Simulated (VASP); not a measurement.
# TiCo (P4/mmm) in VASP: settings compared

Aim: see how the results for TiCo move with the level of theory and the settings. Levels: PBE, r2SCAN. Tasks: single point.

Program: VASP 6.6.1. These are calculated values, not measurements. Logs are shortened: lines on timing, memory, paths and dates and some standing lists are left out, and cuts for length are marked.

## Step 1: The cell of the first run

Symmetry: P4/mmm, No. 123, tetragonal system. Conventional cell: a = 2.963 Å, b = 2.963 Å, c = 2.989 Å, α = 90.00°, β = 90.00°, γ = 90.00°. Within 3.4 Å of Co (site symmetry 4/mmm) lie 8 Ti at 2.57 Å and 6 Co at 2.96 to 2.99 Å. Ti (site symmetry 4/mmm) has 8 Co at 2.57 Å and 6 Ti at 2.96 to 2.99 Å within 3.4 Å.

## Step 2: Single point, PBE, collinear spin, antiferromagnetic start

File INCAR:

```
ALGO = Normal ; EDIFF = 1E-6
ENCUT = 520 ; GGA = PE
ISIF = 2 ; ISMEAR = 0
ISPIN = 2 ; KPAR = 4
LASPH = T ; LCHARG = F
LMAXMIX = 4 ; LORBIT = 11
LREAL = F ; LWAVE = F
MAGMOM = 2 -2 0 0 ; NBANDS = 33
NELM = 150 ; PREC = Accurate
SIGMA = 0.1
```

File KPOINTS:

```
k-points
0
Gamma
  14 7 14
```

File POSCAR:

```
TiCo
1.0
    2.9629008397      0.0000000000      0.0000000000
    0.0000000000      5.9258016795      0.0000000000
    0.0000000000      0.0000000000      2.9886209309
Co Ti
2 2
Direct
    0.0000000000      1.0000000000      0.0000000000
    0.0000000000      0.5000000000      0.0000000000
    0.5000000000      0.2500000000      0.5000000000
    0.5000000000      0.7500000000      0.5000000000
```

Potentials or basis: VASP PAW PBE potentials, release 64 (Co, Ti_sv).

Command:

```
$ cat potpaw_PBE.64/Co/POTCAR potpaw_PBE.64/Ti_sv/POTCAR > POTCAR
$ mpirun -np 4 vasp_std > vasp.out
```

OUTCAR:

```text
EDIFF = 1E-6
   ENCUT = 520
   GGA = PE
   ISIF = 2
   ISMEAR = 0
   ISPIN = 2
   LASPH = T
   LORBIT = 11
   LREAL = F
   NELM = 150
   PREC = Accurate

 ion  position               nearest neighbor table
   1  0.000  0.000  0.000-   3 2.57   4 2.57   3 2.57   4 2.57   3 2.57   4 2.57   3 2.57   4 2.57
                             2 2.96   2 2.96
   2  0.000  0.500  0.000-   3 2.57   4 2.57   3 2.57   4 2.57   3 2.57   4 2.57   3 2.57   4 2.57
                             1 2.96   1 2.96
   3  0.500  0.250  0.500-   1 2.57   2 2.57   1 2.57   2 2.57   1 2.57   2 2.57   1 2.57   2 2.57

   4  0.500  0.750  0.500-   1 2.57   2 2.57   1 2.57   2 2.57   1 2.57   2 2.57   1 2.57   2 2.57

  LATTYP: Found a simple orthorhombic cell.
 ALAT       =     2.9629008397
 B/A-ratio  =     1.0086807128
 C/A-ratio  =     2.0000000000

  Lattice vectors:

 A1 = (  -2.9629008397,   0.0000000000,   0.0000000000)
 A2 = (   0.0000000000,   0.0000000000,   2.9886209309)
 A3 = (   0.0000000000,   5.9258016795,   0.0000000000)

Analysis of symmetry for initial positions (statically):
=====================================================================
 Subroutine PRICEL returns following result:

  LATTYP: Found a simple tetragonal cell.
 ALAT       =     2.9629008397
 C/A-ratio  =     1.0086807128
[... 12 lines left out ...]
 Subroutine GETGRP returns: Found  8 space group operations
 (whereof  8 operations were pure point group operations)
 out of a pool of  8 trial point group operations.

The static configuration has the point symmetry D_2h.

Analysis of symmetry for dynamics (positions and initial velocities):
=====================================================================
 Subroutine PRICEL returns following result:

  LATTYP: Found a simple tetragonal cell.
 ALAT       =     2.9629008397
 C/A-ratio  =     1.0086807128
[... 12 lines left out ...]
 Subroutine GETGRP returns: Found  8 space group operations
 (whereof  8 operations were pure point group operations)
 out of a pool of  8 trial point group operations.

The dynamic configuration has the point symmetry D_2h.

Analysis of structural, dynamic, and magnetic symmetry:
=====================================================================
 Subroutine PRICEL returns following result:

  LATTYP: Found a simple tetragonal cell.
 ALAT       =     2.9629008397
 C/A-ratio  =     1.0086807128
[... 12 lines left out ...]
 Subroutine GETGRP returns: Found  8 space group operations
 (whereof  8 operations were pure point group operations)
 out of a pool of  8 trial point group operations.

The overall configuration has the point symmetry D_2h.

 Subroutine INISYM returns: Found  8 space group operations
 (whereof  8 operations are pure point group operations),
 and found     2 'primitive' translations

----------------------------------------------------------------------------------------

                                     Primitive cell

  volume of cell :      26.2364

  direct lattice vectors                    reciprocal lattice vectors
     2.962900840  0.000000000  0.000000000     0.337507076  0.000000000  0.000000000
     0.000000000  2.962900840  0.000000000     0.000000000  0.337507076  0.000000000
     0.000000000  0.000000000  2.988620931     0.000000000  0.000000000  0.334602488

  length of vectors
     2.962900840  2.962900840  2.988620931     0.337507076  0.337507076  0.334602488

  position of ions in fractional coordinates (direct lattice)
     0.000000000  0.000000000  0.000000000
     0.500000000  0.500000000  0.500000000

  ion indices of the primitive-cell ions
   primitive index   ion index
                 1           1
                 2           3

----------------------------------------------------------------------------------------

 KPOINTS: k-points

Automatic generation of k-mesh.
 Grid dimensions read from file:
 generate k-points for:   14    7   14

 Generating k-lattice:

  Cartesian coordinates                     Fractional coordinates (reciprocal lattice)
     0.024107648  0.000000000  0.000000000     0.071428571  0.000000000  0.000000000
     0.000000000  0.024107648  0.000000000     0.000000000  0.142857143  0.000000000
     0.000000000  0.000000000  0.023900178     0.000000000  0.000000000  0.071428571

  Length of vectors
     0.024107648  0.024107648  0.023900178

  Shift w.r.t. Gamma in fractional coordinates (k-lattice)
     0.000000000  0.000000000  0.000000000

 Subroutine IBZKPT returns following result:
 ===========================================

 Found    256 irreducible k-points:

 Following reciprocal coordinates:
            Coordinates               Weight
  0.000000  0.000000  0.000000      1.000000
  0.071429  0.000000  0.000000      2.000000
  0.142857  0.000000  0.000000      2.000000
  0.214286  0.000000  0.000000      2.000000
  0.285714  0.000000  0.000000      2.000000
  0.357143  0.000000  0.000000      2.000000
[... 16 lines left out ...]
  0.428571  0.285714  0.000000      4.000000
  0.500000  0.285714  0.000000      2.000000
 [... further k-points ...]
   k-points           NKPTS =    256   k-points in BZ     NKDIM =    256   number of bands    NBANDS=     33
   number of dos      NEDOS =    301   number of ions     NIONS =      4
   total plane-waves  NPLWV =  27648
   dimension x,y,z NGX =    24 NGY =   48 NGZ =   24
   dimension x,y,z NGXF=    48 NGYF=   96 NGZF=   48
   ions per type =               2   2
   NGX,Y,Z   is equivalent  to a cutoff of  13.47, 13.47, 13.35 a.u.
   NGXF,Y,Z  is equivalent  to a cutoff of  26.93, 26.93, 26.70 a.u.
 SYSTEM =  unknown system
   PREC   = accura    normal or accurate (medium, high low for compatibility)
   ISTART =      0    job   : 0-new  1-cont  2-samecut
   ICHARG =      2    charge: 1-file 2-atom 10-const
   ISPIN  =      2    spin polarized calculation?
   LNONCOLLINEAR =      F non collinear calculations
   LSORBIT =      F    spin-orbit coupling
   LASPH  =      T    aspherical Exc in radial PAW
   ENCUT  =  520.0 eV  38.22 Ry    6.18 a.u.   5.51 11.02  5.56*2*pi/ulx,y,z
   NELM   =    150;   NELMIN=  2; NELMDL= -5     # of ELM steps
   EDIFF  = 0.1E-05   stopping-criterion for ELM
   LREAL  =      F    real-space projection
   EDIFFG = 0.1E-04   stopping-criterion for IOM
   NSW    =      0    number of steps for IOM
   IBRION =     -1    ionic relax: 0-MD 1-quasi-New 2-CG
   NFREE  =      0    steps in history (QN), initial steepest desc. (CG)
   ISIF   =      2    stress and relaxation
   ISYM   =      2    0-nonsym 1-usesym 2-fastsym
   POTIM  = 0.5000    time-step for ionic-motion
   TEBEG  =    0.0;   TEEND  =   0.0 temperature during run
   PSTRESS=    0.0 pullay stress
   NELECT =      42.0000    total number of electrons
   NUPDOWN=      -1.0000    fix difference up-down
   EMIN   =  10.00;   EMAX   =-10.00  energy-range for DOS
   EFERMI =   0.00;   METHOD = LEGACY
   ISMEAR =     0;   SIGMA  =   0.10  broadening in eV -4-tet -1-fermi 0-gaus
   EFERMI_NEDOS =   21; number of points for ismear=-14 and -15
   IALGO  =     38    algorithm
   IMIX   =      4    mixing-type and parameters
     AMIX     =   0.40;   BMIX     =  1.00
     AMIX_MAG =   1.60;   BMIX_MAG =  1.00
  volume/ion in A,a.u.               =      13.12        88.53
  Fermi-wavevector in a.u.,A,eV,Ry     =   1.520009  2.872401 31.435284  2.310428
  Thomas-Fermi vector in A             =   2.628918
   LORBIT       =     11    0 simple, 1 ext, 2 COOP (PROOUT), +10 PAW based schemes
   GGA     = PE    functional components
   LHFCALC =     F    Hartree Fock is set to
   AEXX    =    0.0000 exact exchange contribution
   IVDW    =     0    specifies the selected vdW correction
   LEPSILON=     F    determine dielectric tensor
   LRPA    =     F    only Hartree local field effects (RPA)
 spin polarized calculation
 Gauss-broadening in eV      SIGMA  =   0.10
  energy-cutoff  :      520.00
  volume of cell :       52.47
 maximum number of plane-waves:      1447
 NGX is ok and might be reduce to    24
   NGX = 11   NGY = 23   NGZ = 11

 number of electron      41.9999974 magnetization       0.0000000

 number of electron      41.9999974 magnetization      -0.0000000

 Free energy of the ion-electron system (eV)
  ---------------------------------------------------
  ext. energy  EPLUGINS =         0.00000000
  ---------------------------------------------------
  free energy    TOTEN  =       -31.30813607 eV

  energy without entropy =      -31.28620884  energy(sigma->0) =      -31.29717246

 E-fermi :  10.1057     XC(G=0): -12.6525

 val. band max:       10.1031453291   @ k =   0.1429   0.0000   0.4286
 cond. band min:      10.1085284383   @ k =   0.0000   0.2857   0.3571
 fundamental gap:      0.0053831093
 Fermi energy:        10.1057185827

 spin component 1

 k-point     1 :       0.0000    0.0000    0.0000
  band No.  band energies     occupation
      1     -47.0331      1.00000
      2     -46.9981      1.00000
      3     -23.4377      1.00000
      4     -23.1307      1.00000
      5     -23.1187      1.00000
      6     -23.1146      1.00000
[... 853 lines left out ...]
     32      14.0526      0.00000
     33      19.2790      0.00000

 [... further k-points ...]

 spin component 2

 k-point     1 :       0.0000    0.0000    0.0000
  band No.  band energies     occupation
      1     -47.0331      1.00000
      2     -46.9981      1.00000
      3     -23.4377      1.00000
      4     -23.1307      1.00000
      5     -23.1187      1.00000
      6     -23.1146      1.00000
[... 853 lines left out ...]
     32      14.0526      0.00000
     33      19.2790      0.00000

 [... further k-points ...]

------------------------ aborting loop because EDIFF is reached ----------------------------------------

  FORCE on cell =-STRESS in cart. coord.  units (eV):
  Direction    XX          YY          ZZ          XY          YZ          ZX
  --------------------------------------------------------------------------------------
  -------------------------------------------------------------------------------------
  Total        0.1734410      0.8482996     -0.1576408      0.0000000      0.0000000      0.0000000
  in kB        5.2957483     25.9014913     -4.8133128      0.0000000      0.0000000      0.0000000
  external PRESSURE =       8.7946423 kB  Pullay stress =       0.0000000 kB

 VOLUME and BASIS-vectors are now :
 -----------------------------------------------------------------------------
  energy-cutoff  :      520.00
  volume of cell :       52.47
      direct lattice vectors                 reciprocal lattice vectors
     2.962900840  0.000000000  0.000000000     0.337507076  0.000000000  0.000000000
     0.000000000  5.925801680  0.000000000     0.000000000  0.168753538  0.000000000
     0.000000000  0.000000000  2.988620931     0.000000000  0.000000000  0.334602488

 POSITION                                       TOTAL-FORCE (eV/Angst)
 -----------------------------------------------------------------------------------
      0.00000      0.00000      0.00000         0.000000      0.000000      0.000000
      0.00000      2.96290      0.00000         0.000000     -0.000000      0.000000
      1.48145      1.48145      1.49431        -0.000000      0.000000     -0.000000
      1.48145      4.44435      1.49431        -0.000000     -0.000000     -0.000000
 -----------------------------------------------------------------------------------
    total drift:                                0.000000     -0.000000     -0.000000

  FREE ENERGIE OF THE ION-ELECTRON SYSTEM (eV)
  ---------------------------------------------------
  free  energy   TOTEN  =       -31.3081360720 eV

  energy  without entropy=      -31.2862088441  energy(sigma->0) =      -31.29717246

 total charge

# of ion       s       p       d       tot
------------------------------------------
    1        0.528   0.460   7.332   8.320
    2        0.528   0.460   7.332   8.320
    3        2.250   6.184   1.872  10.305
    4        2.250   6.184   1.872  10.305
--------------------------------------------------
tot          5.556  13.288  18.407  37.250

 magnetization (x)

# of ion       s       p       d       tot
------------------------------------------
    1        0.014   0.006   0.692   0.712
    2       -0.014  -0.006  -0.692  -0.712
    3        0.000   0.000   0.000   0.000
    4        0.000   0.000   0.000   0.000
--------------------------------------------------
tot          0.000   0.000   0.000   0.000
```

Wall time 4.9 min (4 MPI ranks of Intel Xeon Platinum 8375C at 2.90GHz (Ice Lake), shared host); peak memory 0.67 GiB.

What came out:

| Item | Value |
| --- | --- |
| Free energy | -31.3081 eV |
| Pressure | 0.9 GPa |
| Band gap on the k mesh | zero (filled and empty bands overlap) |
| Net moment | 0.00 μB per cell |
| Site moments | Co +0.71, -0.71; Ti +0.00 μB |
| Valence electrons inside the program's atomic spheres | Co 8.32; Ti 10.30 |

Caveat: the antiferromagnetic order is the one typed at the start, and another may lie lower.

(Continued in part 2 of 2.)
